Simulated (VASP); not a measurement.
# ZnO (P6_3mc) in VASP: notebook

Runs on ZnO. Level: PBEsol. Tasks: single point.

Everything below comes from runs of VASP 6.6.1. Logs are shortened: lines on timing, memory, paths and dates and some standing lists are left out, and cuts for length are marked.

**1. The cell of the first run**

Symmetry: P6_3mc, No. 186, hexagonal system. Conventional cell: a = 3.168 Å, b = 3.168 Å, c = 5.464 Å, α = 90.00°, β = 90.00°, γ = 120.00°. Zn (site symmetry 3m) has 4 O at 1.94 to 2.09 Å within 2.6 Å. Within 2.6 Å of O (site symmetry 3m) lie 4 Zn at 1.94 to 2.09 Å.

**2. Single point, PBEsol (strain -0.025 along x and y, +0.050 along z)**

Input file INCAR:

```
SYSTEM = ZnO
PREC = Accurate
ENCUT = 910
EDIFF = 1E-6
ISMEAR = 0
SIGMA = 0.05
LREAL = .FALSE.
LASPH = .TRUE.
NELM = 120
ALGO = Normal
ISIF = 2
LWAVE = .FALSE.
LCHARG = .FALSE.
GGA = PS
NBANDS = 26
GGA_COMPAT = .FALSE.
```

Input file KPOINTS:

```
Automatic mesh
0
G
  9 9 6
  0 0 0
```

Input file POSCAR:

```
ZnO
1.0
    3.1681637558      0.0000000000      0.0000000000
   -1.5840818779      2.7437102959      0.0000000000
    0.0000000000      0.0000000000      5.4639900000
Zn O
2 2
Direct
    0.3333333333      0.6666666667      0.0000000000
    0.6666666667      0.3333333333      0.5000000000
    0.3333333333      0.6666666667      0.3821000000
    0.6666666667      0.3333333333      0.8821000000
```

Potentials or basis: VASP PAW PBE potentials, release 64 (Zn, O_h).

Started as:

```bash
cat potpaw_PBE.64/Zn/POTCAR potpaw_PBE.64/O_h/POTCAR > POTCAR
mpirun -np 1 vasp_std > vasp.out
```

OUTCAR:

```text
SYSTEM = ZnO
   PREC = Accurate
   ENCUT = 910
   EDIFF = 1E-6
   ISMEAR = 0
   LREAL = .FALSE.
   LASPH = .TRUE.
   NELM = 120
   ISIF = 2
   GGA = PS

 ion  position               nearest neighbor table
   1  0.333  0.667  0.000-   4 1.94   4 1.94   4 1.94   3 2.09
   2  0.667  0.333  0.500-   3 1.94   3 1.94   3 1.94   4 2.09
   3  0.333  0.667  0.382-   2 1.94   2 1.94   2 1.94   1 2.09
   4  0.667  0.333  0.882-   1 1.94   1 1.94   1 1.94   2 2.09

  LATTYP: Found a hexagonal cell.
 ALAT       =     3.1681637558
 C/A-ratio  =     1.7246551697

  Lattice vectors:

 A1 = (   3.1681637558,   0.0000000000,   0.0000000000)
 A2 = (  -1.5840818779,   2.7437102959,   0.0000000000)
 A3 = (   0.0000000000,   0.0000000000,   5.4639900000)

Analysis of symmetry for initial positions (statically):
=====================================================================
 Subroutine PRICEL returns:
 Original cell was already a primitive cell.

 Routine SETGRP: Setting up the symmetry group for a
 hexagonal supercell.

 Subroutine GETGRP returns: Found 12 space group operations
 (whereof  6 operations were pure point group operations)
 out of a pool of 24 trial point group operations.

The static configuration has the point symmetry C_3v.
 The point group associated with its full space group is C_6v.

Analysis of symmetry for dynamics (positions and initial velocities):
=====================================================================
 Subroutine PRICEL returns:
 Original cell was already a primitive cell.

 Routine SETGRP: Setting up the symmetry group for a
 hexagonal supercell.

 Subroutine GETGRP returns: Found 12 space group operations
 (whereof  6 operations were pure point group operations)
 out of a pool of 24 trial point group operations.

The dynamic configuration has the point symmetry C_3v.
 The point group associated with its full space group is C_6v.

 Subroutine INISYM returns: Found 12 space group operations
 (whereof  6 operations are pure point group operations),
 and found     1 'primitive' translations

----------------------------------------------------------------------------------------

                                     Primitive cell

  volume of cell :      47.4959

  direct lattice vectors                    reciprocal lattice vectors
[... 83 lines left out ...]
   ISTART =      0    job   : 0-new  1-cont  2-samecut
   ICHARG =      2    charge: 1-file 2-atom 10-const
   ISPIN  =      1    spin polarized calculation?
   LNONCOLLINEAR =      F non collinear calculations
   LSORBIT =      F    spin-orbit coupling
   LASPH  =      T    aspherical Exc in radial PAW
   ENCUT  =  910.0 eV  66.88 Ry    8.18 a.u.   7.79  7.79 13.44*2*pi/ulx,y,z
   NELM   =    120;   NELMIN=  2; NELMDL= -5     # of ELM steps
   EDIFF  = 0.1E-05   stopping-criterion for ELM
   LREAL  =      F    real-space projection
   EDIFFG = 0.1E-04   stopping-criterion for IOM
   NSW    =      0    number of steps for IOM
   IBRION =     -1    ionic relax: 0-MD 1-quasi-New 2-CG
   NFREE  =      0    steps in history (QN), initial steepest desc. (CG)
   ISIF   =      2    stress and relaxation
   ISYM   =      2    0-nonsym 1-usesym 2-fastsym
   POTIM  = 0.5000    time-step for ionic-motion
   TEBEG  =    0.0;   TEEND  =   0.0 temperature during run
   PSTRESS=    0.0 pullay stress
   NELECT =      36.0000    total number of electrons
   NUPDOWN=      -1.0000    fix difference up-down
   EMIN   =  10.00;   EMAX   =-10.00  energy-range for DOS
   EFERMI =   0.00;   METHOD = LEGACY
   ISMEAR =     0;   SIGMA  =   0.05  broadening in eV -4-tet -1-fermi 0-gaus
   EFERMI_NEDOS =   21; number of points for ismear=-14 and -15
   IALGO  =     38    algorithm
   IMIX   =      4    mixing-type and parameters
     AMIX     =   0.40;   BMIX     =  1.00
     AMIX_MAG =   1.60;   BMIX_MAG =  1.00
  volume/ion in A,a.u.               =      11.87        80.13
  Fermi-wavevector in a.u.,A,eV,Ry     =   1.492647  2.820694 30.313708  2.227995
  Thomas-Fermi vector in A             =   2.605148
   LORBIT       =      0    0 simple, 1 ext, 2 COOP (PROOUT), +10 PAW based schemes
   GGA     = PS    functional components
   LHFCALC =     F    Hartree Fock is set to
   AEXX    =    0.0000 exact exchange contribution
   IVDW    =     0    specifies the selected vdW correction
   LEPSILON=     F    determine dielectric tensor
   LRPA    =     F    only Hartree local field effects (RPA)
 non-spin polarized calculation
 Gauss-broadening in eV      SIGMA  =   0.05
  energy-cutoff  :      910.00
  volume of cell :       47.50
 maximum number of plane-waves:      2988
 NGX is ok and might be reduce to    32
   NGX = 15   NGY = 15   NGZ = 27

 number of electron      35.9999992 magnetization

 Free energy of the ion-electron system (eV)
  ---------------------------------------------------
  ext. energy  EPLUGINS =         0.00000000
  ---------------------------------------------------
  free energy    TOTEN  =       -19.31363293 eV

  energy without entropy =      -19.31363293  energy(sigma->0) =      -19.31363293

 E-fermi :   1.7329     XC(G=0): -11.2001

 val. band max:        1.4816648618   @ k =   0.0000   0.0000   0.0000
 cond. band min:       2.0468981865   @ k =   0.0000   0.0000   0.0000
 fundamental gap:      0.5652333246
 Fermi energy:         1.7329413706

 k-point     1 :       0.0000    0.0000    0.0000
  band No.  band energies     occupation
      1     -16.6934      2.00000
      2     -16.0624      2.00000
      3      -4.4731      2.00000
      4      -4.4073      2.00000
      5      -4.4073      2.00000
      6      -4.2896      2.00000
[... 685 lines left out ...]
     25      14.6600      0.00000
     26      15.7874      0.00000

 [... further k-points ...]
[... 5 lines left out ...]
  --------------------------------------------------------------------------------------
  -------------------------------------------------------------------------------------
  Total        1.6903716      1.6903716     -2.7229334      0.0000000      0.0000000      0.0000000
  in kB       57.0212844     57.0212844    -91.8526803      0.0000000      0.0000000      0.0000000
  external PRESSURE =       7.3966295 kB  Pullay stress =       0.0000000 kB

 VOLUME and BASIS-vectors are now :
 -----------------------------------------------------------------------------
  energy-cutoff  :      910.00
  volume of cell :       47.50
      direct lattice vectors                 reciprocal lattice vectors
     3.168163756  0.000000000  0.000000000     0.315640250  0.182234983  0.000000000
    -1.584081878  2.743710296  0.000000000     0.000000000  0.364469967  0.000000000
     0.000000000  0.000000000  5.463990000     0.000000000  0.000000000  0.183016440

 POSITION                                       TOTAL-FORCE (eV/Angst)
 -----------------------------------------------------------------------------------
     -0.00000      1.82914      0.00000        -0.000000     -0.000000      0.517897
      1.58408      0.91457      2.73199         0.000000      0.000000      0.517897
     -0.00000      1.82914      2.08779         0.000000     -0.000000     -0.517897
      1.58408      0.91457      4.81979        -0.000000      0.000000     -0.517897
 -----------------------------------------------------------------------------------
    total drift:                               -0.000000     -0.000000     -0.000427

  FREE ENERGIE OF THE ION-ELECTRON SYSTEM (eV)
  ---------------------------------------------------
  free  energy   TOTEN  =       -19.3136329306 eV

  energy  without entropy=      -19.3136329306  energy(sigma->0) =      -19.31363293
```

stdout:

```text
POSCAR found type information on POSCAR ZnO
 POSCAR found :  2 types and       4 ions
 scaLAPACK will be used
 -----------------------------------------------------------------------------
|                                                                             |
|                                                                             |
|     You enforced a specific xc type in the INCAR file but a different       |
|     I HOPE YOU KNOW WHAT YOU ARE DOING!                                     |
|                                                                             |
 -----------------------------------------------------------------------------

 LDA part: xc-table for (Slater+PW92), standard interpolation
 POSCAR, INCAR and KPOINTS ok, starting setup
 FFT: planning ... GRIDC
 FFT: planning ... GRID_SOFT
 FFT: planning ... GRID
 WAVECAR not read
 entering main loop
```

Run time: 45 s. Hardware: 1 thread of Intel Xeon 6975P-C (Granite Rapids), shared host; peak memory 0.28 GiB.

What came out:

```yaml
Free_energy: -19.3136 eV
Pressure: 0.7 GPa
Largest_force: 0.518 eV/Å
Band_gap_on_the_k_mesh: 0.57 eV, direct
```

Forces on the atoms (eV/Å):
```
Zn   0.000  0.000  0.518
Zn   0.000  0.000  0.518
O    0.000  0.000 -0.518
O    0.000  0.000 -0.518
```

Levels at points of the mesh, in eV from the valence-band top:
| k point | band 15 | band 16 | band 17 | band 18 | band 19 | band 20 | band 21 | band 22 |
| --- | --- | --- | --- | --- | --- | --- | --- | --- |
| (0.00, 0.00, 0.00) | -0.63 | -0.32 | 0.00 | 0.00 | 0.57 | 5.23 | 7.42 | 12.56 |
| (0.00, 0.00, 0.50) | -0.31 | -0.31 | -0.31 | -0.31 | 3.21 | 3.21 | 9.38 | 9.38 |

Caveat: the cell differs from its parent crystal (strain -0.025 along x and y, +0.050 along z); the cutoff is under 1.25 times the usual one of these potentials, so pressure, stress and relaxed cells hold a basis-set (Pulay) error; the PAW data sets were made with another functional, which shifts forces and pressure a little.

**3. Single point, PBEsol (strain -0.050 along x and y, -0.025 along z)**

Input file INCAR:

```
SYSTEM = ZnO
PREC = Accurate ; ENCUT = 910
EDIFF = 1E-6 ; ISMEAR = 0
SIGMA = 0.05 ; LREAL = .False.
LASPH = .True. ; NELM = 120
ALGO = Normal ; ISIF = 2
LWAVE = .False. ; LCHARG = .False.
GGA = PS ; NBANDS = 26
GGA_COMPAT = .False.
```

Input file KPOINTS:

```
regular mesh
0
Gamma
  9 9 6
  0 0 0
```

Input file POSCAR:

```
ZnO
1.0
    3.0869287877      0.0000000000      0.0000000000
   -1.5434643938      2.6733587498      0.0000000000
    0.0000000000      0.0000000000      5.0737050000
Zn O
2 2
Direct
    0.3333333333      0.6666666667      0.0000000000
    0.6666666667      0.3333333333      0.5000000000
    0.3333333333      0.6666666667      0.3821000000
    0.6666666667      0.3333333333      0.8821000000
```

Potentials or basis: VASP PAW PBE potentials, release 64 (Zn, O_h).

Started as:

```bash
cat potpaw_PBE.64/Zn/POTCAR potpaw_PBE.64/O_h/POTCAR > POTCAR
mpirun -np 1 vasp_std > vasp.out
```

Run time: 95 s. Hardware: 1 thread of Intel Xeon Platinum 8259CL at 2.50GHz (Skylake/Cascade Lake), shared host; peak memory 0.26 GiB.

It converged, with:

* Free energy: -19.0279 eV
* Pressure: 23.8 GPa
* Largest force: 0.440 eV/Å
* Band gap on the k mesh: 0.82 eV, direct

Forces on the atoms (eV/Å):
```
Zn   0.000  0.000  0.440
Zn   0.000  0.000  0.440
O    0.000  0.000 -0.440
O    0.000  0.000 -0.440
```

Stress tensor (GPa, compression positive):
```
26.86  0.00  0.00
 0.00 26.86  0.00
 0.00  0.00 17.67
```

Levels at points of the mesh, in eV from the valence-band top:
```
           k point  band 15  band 16  band 17  band 18  band 19  band 20  band 21  band 22
(0.00, 0.00, 0.00)    -0.88    -0.23     0.00     0.00     0.82     5.61     8.26    13.57
(0.00, 0.00, 0.50)    -0.44    -0.44    -0.44    -0.44     3.60     3.60    10.21    10.21
```

Caveat: the cell differs from its parent crystal (strain -0.050 along x and y, -0.025 along z); the cutoff is under 1.25 times the usual one of these potentials, so pressure, stress and relaxed cells hold a basis-set (Pulay) error; the PAW data sets were made with another functional, which shifts forces and pressure a little.

**4. Single point, PBEsol (strain -0.050 along x and y, +0.050 along z)**

Input file INCAR:

```
SYSTEM = ZnO
ALGO = Normal
EDIFF = 1E-6
ENCUT = 910
GGA = PS
GGA_COMPAT = .False.
ISIF = 2
ISMEAR = 0
LASPH = .True.
LCHARG = .False.
LREAL = .False.
LWAVE = .False.
NBANDS = 26
NELM = 120
PREC = Accurate
SIGMA = 0.05
```

Input file KPOINTS:

```
k-points
0
Gamma
  9 9 6
  0 0 0
```

Edit POSCAR of step 3 so:

```diff
@@ -4,3 +4,3 @@
    -1.5434643938      2.6733587498      0.0000000000
-    0.0000000000      0.0000000000      5.0737050000
+    0.0000000000      0.0000000000      5.4639900000
 Zn O
```

Started as:

```bash
cat potpaw_PBE.64/Zn/POTCAR potpaw_PBE.64/O_h/POTCAR > POTCAR
mpirun -np 1 vasp_std > vasp.out
```

It took 88 s on 1 thread of Intel Xeon Platinum 8559C (Emerald Rapids), shared host; peak memory 0.27 GiB.

It converged, with:

```yaml
Free_energy: -19.1298 eV
Pressure: 10.4 GPa
Largest_force: 0.895 eV/Å
Band_gap_on_the_k_mesh: 0.55 eV, direct
```

Forces in eV/Å, atoms in the order of the input:
```
Zn   0.000  0.000  0.895
Zn   0.000  0.000  0.895
O    0.000  0.000 -0.895
O    0.000  0.000 -0.895
```

Stress tensor (GPa, compression positive):
```
18.48  0.00  0.00
 0.00 18.48  0.00
 0.00  0.00 -5.72
```

Levels at points of the mesh, in eV from the valence-band top:
| k point | band 15 | band 16 | band 17 | band 18 | band 19 | band 20 | band 21 | band 22 |
| --- | --- | --- | --- | --- | --- | --- | --- | --- |
| (0.00, 0.00, 0.00) | -0.62 | -0.45 | 0.00 | 0.00 | 0.55 | 5.49 | 7.31 | 12.36 |
| (0.00, 0.00, 0.50) | -0.31 | -0.31 | -0.31 | -0.31 | 3.25 | 3.25 | 9.38 | 9.38 |

Caveat: the cell differs from its parent crystal (strain -0.050 along x and y, +0.050 along z); the cutoff is under 1.25 times the usual one of these potentials, so pressure, stress and relaxed cells hold a basis-set (Pulay) error; the PAW data sets were made with another functional, which shifts forces and pressure a little.

(Part 1 of 2 ends here.)
